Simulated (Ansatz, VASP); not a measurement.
# Al2Au: VASP beside Ansatz

INCAR

```
ALGO = Normal
EDIFF = 1E-6
ENCUT = 520
GGA = PS
ISIF = 2
ISMEAR = 0
LASPH = True
LCHARG = False
LREAL = False
LWAVE = False
NBANDS = 16
NELM = 60
PREC = Accurate
SIGMA = 0.1
```

File KPOINTS:

```
k-points
0
Gamma
  12 12 12
```

Contents of POSCAR:

```
Al2Au
1.0
    0.0000000000      2.9711725643      2.9711725643
    2.9711725643      0.0000000000      2.9711725643
    2.9711725643      2.9711725643      0.0000000000
Al Au
2 1
Direct
    0.2500000000      0.2500000000      0.2500000000
    0.7500000000      0.7500000000      0.7500000000
    0.0000000000      0.0000000000      0.0000000000
```

Input for Ansatz:

```yaml
crystal:
  lattice:
    - [0.0, 2.9711725643, 2.9711725643]
    - [2.9711725643, 0.0, 2.9711725643]
    - [2.9711725643, 2.9711725643, 0.0]
  atoms:
    - { symbol: Al, position: [0.25, 0.25, 0.25] }
    - { symbol: Al, position: [0.75, 0.75, 0.75] }
    - { symbol: Au, position: [0.0, 0.0, 0.0] }
basis:
  ecutwfc: 420
kpoints:
  mp_grid: { grid: [12, 12, 12] }
hamiltonian:
  xc: pbesol
scf:
  occupations: { method: gaussian, width: 0.1 }
output:
  forces: true
  stress: true
  eigenvalues: true
```

Alike in both runs: task single point; functional PBEsol; k mesh 12 × 12 × 12; occupations gaussian, width 0.1 eV; no spin polarisation.

|  | VASP | Ansatz |
| --- | --- | --- |
| version | VASP 6.6.1 | Ansatz 0.2.0 |
| potentials or method | VASP PAW PBE potentials, release 64 (Al, Au), cutoff 520 eV | scalar-relativistic, plane waves, PAW |
| valence electrons in the cell | 17 | 25 |

|  | VASP | Ansatz | Ansatz less VASP |
| --- | --- | --- | --- |
| gap on the k mesh at the Fermi level (eV) | none | none | - |
| pressure (GPa) | 3.6 | 3.8 | +0.19 |

VASP's potentials were made for PBE, not for PBEsol. A gap of «none» marks a metal or a gap that the smearing closes. The functional is the same, so the differences come from potentials, cutoffs and numerics. VASP's potentials hold 17 valence electrons a cell and Ansatz's 25, so a difference there can come from the potentials and not from the codes.

Spin-orbit coupling is off throughout.
